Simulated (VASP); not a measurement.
# Hf3S5 (C2/m) in VASP: a series of runs

The runs below take Hf3S5 through single point, with PBE.

Program: VASP 6.6.1. These are calculated values, not measurements. Logs are shortened: lines on timing, memory, paths and dates and some standing lists are left out, and cuts for length are marked.

### 1 The cell of the first run

The structure is monoclinic, space group C2/m (No. 12). Conventional cell: a = 11.391 Å, b = 5.117 Å, c = 7.989 Å, α = 90.00°, β = 134.29°, γ = 90.00°. Hf (site symmetry 2/m) has 6 S at 2.51 to 2.60 Å within 3.3 Å. Within 3.3 Å of Hf (site symmetry m) lie 6 S at 2.50 to 2.61 Å. S (site symmetry m) has 4 Hf at 2.56 to 2.61 Å within 3.4 Å. Within 3.4 Å of S (site symmetry 2/m) lie 4 Hf at 2.55 to 2.56 Å. S (site symmetry m) has 3 Hf at 2.50 to 2.55 Å within 3.3 Å.

### 2 Single point, PBE

Contents of INCAR:

```
SYSTEM = Hf3S5
PREC = Accurate
ENCUT = 520
EDIFF = 1E-6
ISMEAR = 0
SIGMA = 0.1
LREAL = .FALSE.
LASPH = .TRUE.
NELM = 80
ALGO = Normal
ISIF = 2
LWAVE = .FALSE.
LCHARG = .TRUE.
GGA = PE
LELF = .TRUE.
LVHAR = .TRUE.
NBANDS = 40
```

Contents of KPOINTS:

```
regular mesh
0
G
  8 8 6
  0 0 0
```

Contents of POSCAR:

```
Hf3S5
1.0
    5.6955963861     -2.5582680494      0.0007480375
    5.6955963861      2.5582680494      0.0007480375
   -5.5789205852      0.0000000000      5.7179521280
Hf S
3 5
Direct
    0.0000000000      0.0000000000      0.0000000000
    0.7991267733      0.7991267733      0.3917925814
    0.2008732267      0.2008732267      0.6082074186
    0.3040269377      0.3040269377      0.4022613336
    0.6959730623      0.6959730623      0.5977386664
    0.5000000000      0.5000000000      0.0000000000
    0.9070913572      0.9070913572      0.2070296204
    0.0929086428      0.0929086428      0.7929703796
```

Potentials or basis: VASP PAW PBE potentials, release 64 (Hf_pv, S).

On the command line:

```console
> cat potpaw_PBE.64/Hf_pv/POTCAR potpaw_PBE.64/S/POTCAR > POTCAR
> mpirun -np 1 vasp_std > vasp.out
```

OUTCAR:

```text
SYSTEM = Hf3S5
   PREC = Accurate
   ENCUT = 520
   EDIFF = 1E-6
   ISMEAR = 0
   LREAL = .FALSE.
   LASPH = .TRUE.
   NELM = 80
   ISIF = 2
   GGA = PE

 ion  position               nearest neighbor table
   1  0.000  0.000  0.000-   7 2.51   8 2.51   6 2.56   6 2.56   4 2.60   5 2.60   3 3.61   2 3.61
                             3 3.61   2 3.61   3 3.65   2 3.65
   2  0.799  0.799  0.392-   7 2.50   8 2.55   6 2.55   4 2.56   4 2.56   5 2.61   3 3.59   1 3.61
                             1 3.61   1 3.65   3 3.67   3 3.67
   3  0.201  0.201  0.608-   8 2.50   7 2.55   6 2.55   5 2.56   5 2.56   4 2.61   2 3.59   1 3.61
                             1 3.61   1 3.65   2 3.67   2 3.67
   4  0.304  0.304  0.402-   2 2.56   2 2.56   1 2.60   3 2.61
   5  0.696  0.696  0.598-   3 2.56   3 2.56   1 2.60   2 2.61
   6  0.500  0.500  0.000-   2 2.55   3 2.55   1 2.56   1 2.56
   7  0.907  0.907  0.207-   2 2.50   1 2.51   3 2.55
   8  0.093  0.093  0.793-   3 2.50   1 2.51   2 2.55

  LATTYP: Found a base centered monoclinic cell.
 ALAT       =    11.3911928704
 B/A-ratio  =     0.4491659615
 C/A-ratio  =     0.7013049753
 COS(beta)  =    -0.6982574636

  Lattice vectors:

 A1 = (   5.6955963861,  -2.5582680494,   0.0007480375)
 A2 = (   5.6955963861,   2.5582680494,   0.0007480375)
 A3 = (  -5.5789205852,   0.0000000000,   5.7179521280)

Analysis of symmetry for initial positions (statically):
=====================================================================
 Subroutine PRICEL returns:
 Original cell was already a primitive cell.

 Routine SETGRP: Setting up the symmetry group for a
 base centered monoclinic supercell.

 Subroutine GETGRP returns: Found  4 space group operations
 (whereof  4 operations were pure point group operations)
 out of a pool of  4 trial point group operations.

The static configuration has the point symmetry C_2h.

Analysis of symmetry for dynamics (positions and initial velocities):
=====================================================================
 Subroutine PRICEL returns:
 Original cell was already a primitive cell.

 Routine SETGRP: Setting up the symmetry group for a
 base centered monoclinic supercell.

 Subroutine GETGRP returns: Found  4 space group operations
 (whereof  4 operations were pure point group operations)
 out of a pool of  4 trial point group operations.

The dynamic configuration has the point symmetry C_2h.
[... 115 lines left out ...]
   IBRION =     -1    ionic relax: 0-MD 1-quasi-New 2-CG
   NFREE  =      0    steps in history (QN), initial steepest desc. (CG)
   ISIF   =      2    stress and relaxation
   ISYM   =      2    0-nonsym 1-usesym 2-fastsym
   POTIM  = 0.5000    time-step for ionic-motion
   TEBEG  =    0.0;   TEEND  =   0.0 temperature during run
   PSTRESS=    0.0 pullay stress
   NELECT =      60.0000    total number of electrons
   NUPDOWN=      -1.0000    fix difference up-down
   EMIN   =  10.00;   EMAX   =-10.00  energy-range for DOS
   EFERMI =   0.00;   METHOD = LEGACY
   ISMEAR =     0;   SIGMA  =   0.10  broadening in eV -4-tet -1-fermi 0-gaus
   EFERMI_NEDOS =   21; number of points for ismear=-14 and -15
   IALGO  =     38    algorithm
   IMIX   =      4    mixing-type and parameters
     AMIX     =   0.40;   BMIX     =  1.00
     AMIX_MAG =   1.60;   BMIX_MAG =  1.00
  volume/ion in A,a.u.               =      20.83       140.58
  Fermi-wavevector in a.u.,A,eV,Ry     =   1.164630  2.200832 18.454451  1.356364
  Thomas-Fermi vector in A             =   2.301166
   LORBIT       =      0    0 simple, 1 ext, 2 COOP (PROOUT), +10 PAW based schemes
   GGA     = PE    functional components
   LHFCALC =     F    Hartree Fock is set to
   AEXX    =    0.0000 exact exchange contribution
   IVDW    =     0    specifies the selected vdW correction
   LEPSILON=     F    determine dielectric tensor
   LRPA    =     F    only Hartree local field effects (RPA)
 non-spin polarized calculation
 Gauss-broadening in eV      SIGMA  =   0.10
  energy-cutoff  :      520.00
  volume of cell :      166.65
 maximum number of plane-waves:      4514
 NGX is ok and might be reduce to    48
   NGX = 23   NGY = 23   NGZ = 29

 number of electron      60.0000000 magnetization

 Free energy of the ion-electron system (eV)
  ---------------------------------------------------
  ext. energy  EPLUGINS =         0.00000000
  ---------------------------------------------------
  free energy    TOTEN  =       -62.48444520 eV

  energy without entropy =      -62.47190852  energy(sigma->0) =      -62.47817686

 E-fermi :   5.4084     XC(G=0): -10.1385

 val. band max:        5.3999471175   @ k =   0.3750   0.1250   0.5000
 cond. band min:       5.4113143482   @ k =   0.5000   0.1250   0.0000
 fundamental gap:      0.0113672307
 Fermi energy:         5.4083844010

 k-point     1 :       0.0000    0.0000    0.0000
  band No.  band energies     occupation
      1     -26.5329      2.00000
      2     -26.5312      2.00000
      3     -26.5149      2.00000
      4     -26.5073      2.00000
      5     -26.4614      2.00000
      6     -26.4311      2.00000
[... 1021 lines left out ...]
     39       8.4418      0.00000
     40       8.7423      0.00000

 [... further k-points ...]

------------------------ aborting loop because EDIFF is reached ----------------------------------------

  FORCE on cell =-STRESS in cart. coord.  units (eV):
  Direction    XX          YY          ZZ          XY          YZ          ZX
  --------------------------------------------------------------------------------------
  -------------------------------------------------------------------------------------
  Total       -0.6664885     -0.6167820     -0.6817689      0.0000000      0.0000000      0.0018737
  in kB       -6.4075471     -5.9296743     -6.5544511      0.0000000      0.0000000      0.0180132
  external PRESSURE =      -6.2972242 kB  Pullay stress =       0.0000000 kB

 VOLUME and BASIS-vectors are now :
 -----------------------------------------------------------------------------
  energy-cutoff  :      520.00
  volume of cell :      166.65
      direct lattice vectors                 reciprocal lattice vectors
     5.695596386 -2.558268049  0.000748037     0.087775872 -0.195444727  0.085641608
     5.695596386  2.558268049  0.000748037     0.087775872  0.195444727  0.085641608
    -5.578920585  0.000000000  5.717952128    -0.000022966  0.000000000  0.174865380

 POSITION                                       TOTAL-FORCE (eV/Angst)
 -----------------------------------------------------------------------------------
      0.00000      0.00000      0.00000         0.000000      0.000000      0.000000
      6.91723      0.00000      2.24145         0.000932      0.000000      0.009192
     -1.10496      0.00000      3.47800        -0.000932      0.000000     -0.009192
      1.21905      0.00000      2.30057        -0.045858      0.000000     -0.014180
      4.59323      0.00000      3.41888         0.045858      0.000000      0.014180
      5.69560      0.00000      0.00075         0.000000     -0.000000      0.000000
      9.17785      0.00000      1.18514         0.010906      0.000000      0.035452
     -3.36558      0.00000      4.53431        -0.010906      0.000000     -0.035452
 -----------------------------------------------------------------------------------
    total drift:                               -0.000000      0.000000      0.000000

  FREE ENERGIE OF THE ION-ELECTRON SYSTEM (eV)
  ---------------------------------------------------
  free  energy   TOTEN  =       -62.4844451977 eV

  energy  without entropy=      -62.4719085193  energy(sigma->0) =      -62.47817686
```

Wall time 11 min (1 thread of Intel Xeon 6975P-C (Granite Rapids), shared host); peak memory 0.75 GiB.

Results:

```yaml
Free_energy: -62.4844 eV
Pressure: -0.6 GPa
Largest_force: 0.048 eV/Å
Band_gap_on_the_k_mesh: zero (band 30 reaches 6.54 eV, above the bottom of band 31 at 4.45 eV)
```

Forces in eV/Å, atoms in the order of the input:
```
Hf   0.000  0.000  0.000
Hf   0.001  0.000  0.009
Hf  -0.001  0.000 -0.009
S   -0.046  0.000 -0.014
S    0.046  0.000  0.014
S    0.000  0.000  0.000
S    0.011  0.000  0.035
S   -0.011  0.000 -0.035
```

Levels at points of the mesh, in eV from the Fermi level:
| k point | band 26 | band 27 | band 28 | band 29 | band 30 | band 31 | band 32 | band 33 | band 34 | band 35 |
| --- | --- | --- | --- | --- | --- | --- | --- | --- | --- | --- |
| (0.00, 0.00, 0.00) | -3.03 | -1.74 | -1.70 | -1.69 | -0.38 | 0.36 | 0.43 | 0.97 | 1.11 | 1.38 |
| (0.50, 0.00, 0.00) | -3.33 | -2.83 | -1.96 | -1.90 | 0.31 | 1.45 | 1.81 | 1.86 | 2.00 | 2.12 |
| (0.50, 0.50, 0.00) | -2.97 | -2.97 | -2.88 | -2.31 | -1.10 | -0.96 | -0.10 | 0.52 | 1.30 | 1.50 |
| (0.00, 0.00, 0.50) | -2.94 | -2.62 | -2.44 | -2.43 | -1.29 | 0.25 | 0.73 | 0.95 | 1.35 | 1.65 |
| (0.50, 0.00, 0.50) | -3.53 | -2.99 | -2.05 | -1.75 | 0.62 | 1.36 | 1.53 | 1.81 | 2.01 | 2.30 |
| (0.50, 0.50, 0.50) | -3.00 | -2.92 | -2.50 | -2.06 | -1.28 | -0.51 | 0.98 | 1.02 | 1.13 | 1.46 |

Caveat: spin-orbit coupling is left out, which moves the levels of the heavy elements.

### 3 Single point, PBE

Contents of INCAR:

```
  PREC = Accurate
  ENCUT = 520
  EDIFF = 1E-6
  ISMEAR = 0
  SIGMA = 0.1
  LREAL = False
  LASPH = True
  NELM = 100
  ALGO = Normal
  ISIF = 2
  LWAVE = False
  LCHARG = True
  GGA = PE
  LELF = True
  LVHAR = True
  NBANDS = 40
```

Contents of KPOINTS:

```
regular mesh
0
Gamma
  8 8 6
```

POSCAR is that of step 2.

Potentials or basis: VASP PAW PBE potentials, release 64 (Hf_pv, S).

On the command line:

```console
> cat potpaw_PBE.64/Hf_pv/POTCAR potpaw_PBE.64/S/POTCAR > POTCAR
> mpirun -np 1 vasp_std > vasp.out
```

Run time: 22 min. Hardware: 1 thread of Intel Xeon 6975P-C, shared host; peak memory 0.76 GiB.

The run converged. Its results:

| Quantity | Value |
| --- | --- |
| Free energy | -62.4844 eV |
| Pressure | -0.6 GPa |
| Largest force | 0.048 eV/Å |
| Band gap on the k mesh | zero (band 30 reaches 6.54 eV, above the bottom of band 31 at 4.45 eV) |

Forces in eV/Å, atoms in the order of the input:
```
Hf   0.000  0.000  0.000
Hf   0.001  0.000  0.009
Hf  -0.001  0.000 -0.009
S   -0.046  0.000 -0.014
S    0.046  0.000  0.014
S    0.000  0.000  0.000
S    0.011  0.000  0.035
S   -0.011  0.000 -0.035
```

Levels at points of the mesh, in eV from the Fermi level:
```tsv
k point	band 26	band 27	band 28	band 29	band 30	band 31	band 32	band 33	band 34	band 35
(0.00, 0.00, 0.00)	-3.03	-1.74	-1.70	-1.69	-0.38	0.36	0.43	0.97	1.11	1.38
(0.50, 0.00, 0.00)	-3.33	-2.83	-1.96	-1.90	0.31	1.45	1.81	1.86	2.00	2.12
(0.50, 0.50, 0.00)	-2.97	-2.97	-2.88	-2.31	-1.10	-0.96	-0.10	0.52	1.30	1.50
(0.00, 0.00, 0.50)	-2.94	-2.62	-2.44	-2.43	-1.29	0.25	0.73	0.95	1.35	1.65
(0.50, 0.00, 0.50)	-3.53	-2.99	-2.05	-1.75	0.62	1.36	1.53	1.81	2.01	2.30
(0.50, 0.50, 0.50)	-3.00	-2.92	-2.50	-2.06	-1.28	-0.51	0.98	1.02	1.13	1.46
```

Caveat: spin-orbit coupling is left out, which moves the levels of the heavy elements.
